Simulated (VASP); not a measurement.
# CdS (NiAs type) (P6_3/mmc) in VASP: further runs

Runs on CdS (NiAs type). Level: PBE. Tasks: single point.

Program: VASP 6.6.1. These are calculated values, not measurements. Logs are shortened: lines on timing, memory, paths and dates and some standing lists are left out, and cuts for length are marked.

## (1) The cell of the first run

The structure is hexagonal, space group P6_3/mmc (No. 194). The conventional cell has a = 3.772 Å, b = 3.772 Å, c = 6.357 Å, α = 90.00°, β = 90.00°, γ = 120.00°. Within 3.6 Å of Cd (site symmetry -3m) lie 6 S at 2.70 Å and 2 Cd at 3.18 Å. Within 3.6 Å of S (site symmetry -6m2) lie 6 Cd at 2.70 Å.

## (2) Single point, PBE

Input file INCAR:

```
ALGO     = Normal         # electronic algorithm
EDIFF    = 1E-6           # SCF threshold, eV
ENCUT    = 520            # plane-wave cutoff, eV
GGA      = PE             # functional
ISIF     = 2              # what is computed and relaxed
ISMEAR   = -1             # smearing method
LASPH    = True           # aspherical terms in the spheres
LCHARG   = True           # write CHGCAR
LELF     = True           # ELF
LREAL    = False          # projectors in reciprocal space
LVHAR    = True         
LWAVE    = False          # write WAVECAR
NBANDS   = 26             # bands
NELM     = 80             # most SCF steps
PREC     = Accurate       # precision mode
SIGMA    = 0.08           # smearing width, eV
```

Input file KPOINTS:

```
k-points
0
Gamma
  10 10 6
```

Input file POSCAR:

```
CdS
1.0
    3.7719623689      0.0000000000      0.0000000000
   -1.8859811844      3.2666152336      0.0000000000
    0.0000000000      0.0000000000      6.3573984739
Cd S
2 2
Direct
    0.0000000000      0.0000000000      0.0000000000
    0.0000000000      0.0000000000      0.5000000000
    0.3333333333      0.6666666667      0.2500000000
    0.6666666667      0.3333333333      0.7500000000
```

Potentials or basis: VASP PAW PBE potentials, release 64 (Cd, S).

The run is started by

```sh
$ cat potpaw_PBE.64/Cd/POTCAR potpaw_PBE.64/S/POTCAR > POTCAR
$ mpirun -np 1 vasp_std > vasp.out
```

OUTCAR:

```text
EDIFF = 1E-6
   ENCUT = 520
   GGA = PE
   ISIF = 2
   ISMEAR = -1
   LASPH = True
   LREAL = False
   NELM = 80
   PREC = Accurate

 ion  position               nearest neighbor table
   1  0.000  0.000  0.000-   3 2.70   4 2.70   3 2.70   4 2.70   4 2.70   3 2.70   2 3.18   2 3.18

   2  0.000  0.000  0.500-   3 2.70   4 2.70   3 2.70   4 2.70   4 2.70   3 2.70   1 3.18   1 3.18

   3  0.333  0.667  0.250-   1 2.70   2 2.70   1 2.70   2 2.70   1 2.70   2 2.70
   4  0.667  0.333  0.750-   1 2.70   2 2.70   1 2.70   2 2.70   1 2.70   2 2.70

  LATTYP: Found a hexagonal cell.
 ALAT       =     3.7719623689
 C/A-ratio  =     1.6854352860

  Lattice vectors:

 A1 = (   3.7719623689,   0.0000000000,   0.0000000000)
 A2 = (  -1.8859811844,   3.2666152336,   0.0000000000)
 A3 = (   0.0000000000,   0.0000000000,   6.3573984739)

Analysis of symmetry for initial positions (statically):
=====================================================================
 Subroutine PRICEL returns:
 Original cell was already a primitive cell.

 Routine SETGRP: Setting up the symmetry group for a
 hexagonal supercell.

 Subroutine GETGRP returns: Found 24 space group operations
 (whereof 12 operations were pure point group operations)
 out of a pool of 24 trial point group operations.

The static configuration has the point symmetry D_3d.
 The point group associated with its full space group is D_6h.

Analysis of symmetry for dynamics (positions and initial velocities):
=====================================================================
 Subroutine PRICEL returns:
 Original cell was already a primitive cell.

 Routine SETGRP: Setting up the symmetry group for a
 hexagonal supercell.

 Subroutine GETGRP returns: Found 24 space group operations
 (whereof 12 operations were pure point group operations)
 out of a pool of 24 trial point group operations.

The dynamic configuration has the point symmetry D_3d.
 The point group associated with its full space group is D_6h.

 Subroutine INISYM returns: Found 24 space group operations
 (whereof 12 operations are pure point group operations),
 and found     1 'primitive' translations

----------------------------------------------------------------------------------------

                                     Primitive cell

  volume of cell :      78.3330

  direct lattice vectors                    reciprocal lattice vectors
     3.771962369  0.000000000  0.000000000     0.265113992  0.153063634  0.000000000
    -1.885981184  3.266615234  0.000000000     0.000000000  0.306127269  0.000000000
     0.000000000  0.000000000  6.357398474     0.000000000  0.000000000  0.157297046

  length of vectors
     3.771962369  3.771962369  6.357398474     0.306127269  0.306127269  0.157297046

  position of ions in fractional coordinates (direct lattice)
     0.000000000  0.000000000  0.000000000
     0.000000000  0.000000000  0.500000000
     0.333333333  0.666666667  0.250000000
     0.666666667  0.333333333  0.750000000

  ion indices of the primitive-cell ions
   primitive index   ion index
                 1           1
                 2           2
                 3           3
                 4           4

----------------------------------------------------------------------------------------

 KPOINTS: k-points

Automatic generation of k-mesh.
 Grid dimensions read from file:
 generate k-points for:   10   10    6

 Generating k-lattice:

  Cartesian coordinates                     Fractional coordinates (reciprocal lattice)
     0.026511399  0.015306363  0.000000000     0.100000000 -0.000000000  0.000000000
     0.000000000  0.030612727  0.000000000     0.000000000  0.100000000  0.000000000
     0.000000000  0.000000000  0.026216174     0.000000000  0.000000000  0.166666667

  Length of vectors
     0.030612727  0.030612727  0.026216174

  Shift w.r.t. Gamma in fractional coordinates (k-lattice)
     0.000000000  0.000000000  0.000000000

 Subroutine IBZKPT returns following result:
 ===========================================

 Found     56 irreducible k-points:

 Following reciprocal coordinates:
            Coordinates               Weight
  0.000000  0.000000  0.000000      1.000000
  0.100000 -0.000000  0.000000      6.000000
  0.200000 -0.000000  0.000000      6.000000
  0.300000  0.000000  0.000000      6.000000
  0.400000  0.000000  0.000000      6.000000
  0.500000  0.000000  0.000000      3.000000
[... 16 lines left out ...]
  0.300000  0.100000  0.166667     24.000000
  0.400000  0.100000  0.166667     24.000000
 [... further k-points ...]
   k-points           NKPTS =     56   k-points in BZ     NKDIM =     56   number of bands    NBANDS=     26
   number of dos      NEDOS =    301   number of ions     NIONS =      4
   total plane-waves  NPLWV =  37632
   dimension x,y,z NGX =    28 NGY =   28 NGZ =   48
   dimension x,y,z NGXF=    56 NGYF=   56 NGZF=   96
   ions per type =               2   2
   NGX,Y,Z   is equivalent  to a cutoff of  12.34, 12.34, 12.55 a.u.
   NGXF,Y,Z  is equivalent  to a cutoff of  24.68, 24.68, 25.10 a.u.
 SYSTEM =  unknown system
   PREC   = accura    normal or accurate (medium, high low for compatibility)
   ISTART =      0    job   : 0-new  1-cont  2-samecut
   ICHARG =      2    charge: 1-file 2-atom 10-const
   ISPIN  =      1    spin polarized calculation?
   LNONCOLLINEAR =      F non collinear calculations
   LSORBIT =      F    spin-orbit coupling
   LASPH  =      T    aspherical Exc in radial PAW
   ENCUT  =  520.0 eV  38.22 Ry    6.18 a.u.   7.01  7.01 11.82*2*pi/ulx,y,z
   NELM   =     80;   NELMIN=  2; NELMDL= -5     # of ELM steps
   EDIFF  = 0.1E-05   stopping-criterion for ELM
   LREAL  =      F    real-space projection
   EDIFFG = 0.1E-04   stopping-criterion for IOM
   NSW    =      0    number of steps for IOM
   IBRION =     -1    ionic relax: 0-MD 1-quasi-New 2-CG
   NFREE  =      0    steps in history (QN), initial steepest desc. (CG)
   ISIF   =      2    stress and relaxation
   ISYM   =      2    0-nonsym 1-usesym 2-fastsym
   POTIM  = 0.5000    time-step for ionic-motion
   TEBEG  =    0.0;   TEEND  =   0.0 temperature during run
   PSTRESS=    0.0 pullay stress
   NELECT =      36.0000    total number of electrons
   NUPDOWN=      -1.0000    fix difference up-down
   EMIN   =  10.00;   EMAX   =-10.00  energy-range for DOS
   EFERMI =   0.00;   METHOD = LEGACY
   ISMEAR =    -1;   SIGMA  =   0.08  broadening in eV -4-tet -1-fermi 0-gaus
   EFERMI_NEDOS =   21; number of points for ismear=-14 and -15
   IALGO  =     38    algorithm
   IMIX   =      4    mixing-type and parameters
     AMIX     =   0.40;   BMIX     =  1.00
     AMIX_MAG =   1.60;   BMIX_MAG =  1.00
  volume/ion in A,a.u.               =      19.58       132.15
  Fermi-wavevector in a.u.,A,eV,Ry     =   1.263361  2.387406 21.715995  1.596081
  Thomas-Fermi vector in A             =   2.396722
   LORBIT       =      0    0 simple, 1 ext, 2 COOP (PROOUT), +10 PAW based schemes
   GGA     = PE    functional components
[... 5 lines left out ...]
 non-spin polarized calculation
  energy-cutoff  :      520.00
  volume of cell :       78.33
 maximum number of plane-waves:      2129
 NGX is ok and might be reduce to    28
   NGX = 13   NGY = 13   NGZ = 23

 number of electron      36.0000022 magnetization

 Free energy of the ion-electron system (eV)
  ---------------------------------------------------
  ext. energy  EPLUGINS =         0.00000000
  ---------------------------------------------------
  free energy    TOTEN  =       -11.46502005 eV

  energy without entropy =      -11.46490368  energy(sigma->0) =      -11.46496187

 E-fermi :   3.9753     XC(G=0): -10.5963

 val. band max:        3.4194655622   @ k =   0.0000   0.0000   0.0000
 cond. band min:       4.2743637971   @ k =   0.0000   0.0000   0.0000
 fundamental gap:      0.8548982350
 Fermi energy:         3.9753347999

 k-point     1 :       0.0000    0.0000    0.0000
  band No.  band energies     occupation
      1      -9.7853      2.00000
      2      -8.5947      2.00000
      3      -4.8414      2.00000
      4      -4.7950      2.00000
      5      -4.7950      2.00000
      6      -4.5154      2.00000
[... 18 lines left out ...]
     25      12.6909      0.00000
     26      12.6909      0.00000

 k-point     2 :       0.1000   -0.0000    0.0000
  band No.  band energies     occupation
      1      -9.6998      2.00000
      2      -8.6029      2.00000
      3      -4.8356      2.00000
      4      -4.7874      2.00000
      5      -4.7046      2.00000
      6      -4.4712      2.00000
[... 18 lines left out ...]
     25      12.2137      0.00000
     26      12.4293      0.00000

 k-point     3 :       0.2000   -0.0000    0.0000
  band No.  band energies     occupation
      1      -9.4608      2.00000
      2      -8.6214      2.00000
      3      -4.8268      2.00000
      4      -4.7807      2.00000
      5      -4.5337      2.00000
      6      -4.5008      2.00000
[... 18 lines left out ...]
     25      11.4688      0.00000
     26      11.6528      0.00000

 k-point     4 :       0.3000    0.0000    0.0000
  band No.  band energies     occupation
      1      -9.1329      2.00000
      2      -8.6299      2.00000
      3      -4.8360      2.00000
      4      -4.7942      2.00000
      5      -4.6424      2.00000
      6      -4.5697      2.00000
[... 18 lines left out ...]
     25      11.0847      0.00000
     26      12.8006      0.00000
[... 496 lines left out ...]
      1      -9.2096      2.00000
      2      -8.6755      2.00000
      3      -4.8102      2.00000
      4      -4.7175      2.00000
      5      -4.5834      2.00000
      6      -4.5076      2.00000
[... 18 lines left out ...]
     25      11.3656      0.00000
     26      12.4311      0.00000

 k-point    23 :       0.3000    0.1000    0.1667
  band No.  band energies     occupation
      1      -8.9143      2.00000
      2      -8.6418      2.00000
      3      -4.8371      2.00000
      4      -4.7384      2.00000
      5      -4.6470      2.00000
      6      -4.5629      2.00000
[... 18 lines left out ...]
     25      11.4935      0.00000
     26      13.1004      0.00000

 k-point    24 :       0.4000    0.1000    0.1667
  band No.  band energies     occupation
      1      -8.7731      2.00000
      2      -8.5504      2.00000
      3      -4.8601      2.00000
      4      -4.7787      2.00000
      5      -4.6556      2.00000
      6      -4.6247      2.00000
[... 18 lines left out ...]
     25      12.0834      0.00000
     26      13.5806      0.00000

 [... further k-points ...]
[... 5 lines left out ...]
  --------------------------------------------------------------------------------------
  -------------------------------------------------------------------------------------
  Total        3.2791138      3.2791138      3.2891791      0.0000000      0.0000000      0.0000000
  in kB       67.0690734     67.0690734     67.2749426      0.0000000      0.0000000      0.0000000
  external PRESSURE =      67.1376964 kB  Pullay stress =       0.0000000 kB

 VOLUME and BASIS-vectors are now :
 -----------------------------------------------------------------------------
  energy-cutoff  :      520.00
  volume of cell :       78.33
      direct lattice vectors                 reciprocal lattice vectors
     3.771962369  0.000000000  0.000000000     0.265113992  0.153063634  0.000000000
    -1.885981184  3.266615234  0.000000000     0.000000000  0.306127269  0.000000000
     0.000000000  0.000000000  6.357398474     0.000000000  0.000000000  0.157297046

 POSITION                                       TOTAL-FORCE (eV/Angst)
 -----------------------------------------------------------------------------------
      0.00000      0.00000      0.00000         0.000000     -0.000000      0.000000
      0.00000      0.00000      3.17870         0.000000     -0.000000      0.000000
     -0.00000      2.17774      1.58935         0.000000     -0.000000     -0.000000
      1.88598      1.08887      4.76805        -0.000000      0.000000      0.000000
 -----------------------------------------------------------------------------------
    total drift:                               -0.000000     -0.000000      0.000000

  FREE ENERGIE OF THE ION-ELECTRON SYSTEM (eV)
  ---------------------------------------------------
  free  energy   TOTEN  =       -11.4650200517 eV

  energy  without entropy=      -11.4649036815  energy(sigma->0) =      -11.46496187
```

Run time: 98 s. Hardware: 1 thread of Intel Xeon 6975P-C, shared host; peak memory 0.24 GiB.

What came out:

- Free energy: -11.4650 eV
- Pressure: 6.7 GPa
- Band gap on the k mesh: 0.85 eV, direct

Levels at points of the mesh, in eV from the valence-band top:
```
           k point  band 14  band 15  band 16  band 17  band 18  band 19  band 20  band 21  band 22  band 23
(0.00, 0.00, 0.00)    -1.07    -0.87    -0.87     0.00     0.00     0.85     3.45     6.74     6.74     7.57
(0.50, 0.00, 0.00)    -4.09    -3.40    -2.28    -1.60    -0.06     2.63     3.76     3.84     5.87     6.91
(0.00, 0.00, 0.50)    -3.74    -0.41    -0.41    -0.41    -0.41     3.27     3.27     6.84     6.84     7.24
(0.50, 0.00, 0.50)    -4.95    -1.46    -1.46    -1.29    -1.29     2.09     2.09     5.83     5.83     8.21
```

## (3) Single point, PBE

Input file INCAR:

```
SYSTEM = CdS
PREC = Accurate
ENCUT = 520
EDIFF = 1E-7
ISMEAR = -1
SIGMA = 0.08
LREAL = .False.
LASPH = .True.
NELM = 100
ALGO = Normal
ISIF = 2
LWAVE = .False.
LCHARG = .True.
GGA = PE
LELF = .True.
LVHAR = .True.
NBANDS = 26
```

Input file KPOINTS:

```
Automatic mesh
0
Gamma
  10 10 6
  0 0 0
```

POSCAR is that of step 2.

Potentials or basis: VASP PAW PBE potentials, release 64 (Cd, S).

The run is started by

```sh
$ cat potpaw_PBE.64/Cd/POTCAR potpaw_PBE.64/S/POTCAR > POTCAR
$ mpirun -np 1 vasp_std > vasp.out
```

OUTCAR:

```text
SYSTEM = CdS
   PREC = Accurate
   ENCUT = 520
   EDIFF = 1E-7
   ISMEAR = -1
   LREAL = .False.
   LASPH = .True.
   NELM = 100
   ISIF = 2
   GGA = PE

 ion  position               nearest neighbor table
   1  0.000  0.000  0.000-   3 2.70   4 2.70   3 2.70   4 2.70   4 2.70   3 2.70   2 3.18   2 3.18

   2  0.000  0.000  0.500-   3 2.70   4 2.70   3 2.70   4 2.70   4 2.70   3 2.70   1 3.18   1 3.18

   3  0.333  0.667  0.250-   1 2.70   2 2.70   1 2.70   2 2.70   1 2.70   2 2.70
   4  0.667  0.333  0.750-   1 2.70   2 2.70   1 2.70   2 2.70   1 2.70   2 2.70

  LATTYP: Found a hexagonal cell.
 ALAT       =     3.7719623689
 C/A-ratio  =     1.6854352860

  Lattice vectors:

 A1 = (   3.7719623689,   0.0000000000,   0.0000000000)
 A2 = (  -1.8859811844,   3.2666152336,   0.0000000000)
 A3 = (   0.0000000000,   0.0000000000,   6.3573984739)

Analysis of symmetry for initial positions (statically):
=====================================================================
 Subroutine PRICEL returns:
 Original cell was already a primitive cell.

[... 169 lines left out ...]
  ext. energy  EPLUGINS =         0.00000000
  ---------------------------------------------------
  free energy    TOTEN  =       -11.46502006 eV

  energy without entropy =      -11.46490368  energy(sigma->0) =      -11.46496187

 E-fermi :   3.9753     XC(G=0): -10.5963

 val. band max:        3.4194655619   @ k =   0.0000   0.0000   0.0000
 cond. band min:       4.2743637969   @ k =   0.0000   0.0000   0.0000
 fundamental gap:      0.8548982351
 Fermi energy:         3.9753347983

 k-point     1 :       0.0000    0.0000    0.0000
  band No.  band energies     occupation
      1      -9.7853      2.00000
      2      -8.5947      2.00000
      3      -4.8414      2.00000
      4      -4.7950      2.00000
      5      -4.7950      2.00000
      6      -4.5154      2.00000
[... 685 lines left out ...]
     25      12.0834      0.00000
     26      13.5806      0.00000

 [... further k-points ...]
[... 5 lines left out ...]
  --------------------------------------------------------------------------------------
  -------------------------------------------------------------------------------------
  Total        3.2795826      3.2795826      3.2897416      0.0000000      0.0000000     -0.0000000
  in kB       67.0786605     67.0786605     67.2864476      0.0000000      0.0000000     -0.0000000
  external PRESSURE =      67.1479229 kB  Pullay stress =       0.0000000 kB

 VOLUME and BASIS-vectors are now :
 -----------------------------------------------------------------------------
  energy-cutoff  :      520.00
  volume of cell :       78.33
      direct lattice vectors                 reciprocal lattice vectors
     3.771962369  0.000000000  0.000000000     0.265113992  0.153063634  0.000000000
    -1.885981184  3.266615234  0.000000000     0.000000000  0.306127269  0.000000000
     0.000000000  0.000000000  6.357398474     0.000000000  0.000000000  0.157297046

 POSITION                                       TOTAL-FORCE (eV/Angst)
 -----------------------------------------------------------------------------------
      0.00000      0.00000      0.00000        -0.000000      0.000000     -0.000000
      0.00000      0.00000      3.17870        -0.000000      0.000000     -0.000000
     -0.00000      2.17774      1.58935         0.000000      0.000000     -0.000000
      1.88598      1.08887      4.76805         0.000000     -0.000000      0.000000
 -----------------------------------------------------------------------------------
    total drift:                               -0.000000     -0.000000      0.000000

  FREE ENERGIE OF THE ION-ELECTRON SYSTEM (eV)
  ---------------------------------------------------
  free  energy   TOTEN  =       -11.4650200552 eV

  energy  without entropy=      -11.4649036850  energy(sigma->0) =      -11.46496187
```

It took 1.8 min on 1 thread of Intel Xeon 6975P-C, shared host; peak memory 0.24 GiB.

Results:

```yaml
Free_energy: -11.4650 eV
Pressure: 6.7 GPa
Band_gap_on_the_k_mesh: 0.85 eV, direct
```

Levels at points of the mesh, in eV from the valence-band top:
```csv
k point,band 16,band 17,band 18,band 19,band 20,band 21
"(0.00, 0.00, 0.00)",-0.87,0.00,0.00,0.85,3.45,6.74
"(0.50, 0.00, 0.00)",-2.28,-1.60,-0.06,2.63,3.76,3.84
"(0.00, 0.00, 0.50)",-0.41,-0.41,-0.41,3.27,3.27,6.84
"(0.50, 0.00, 0.50)",-1.46,-1.29,-1.29,2.09,2.09,5.83
```
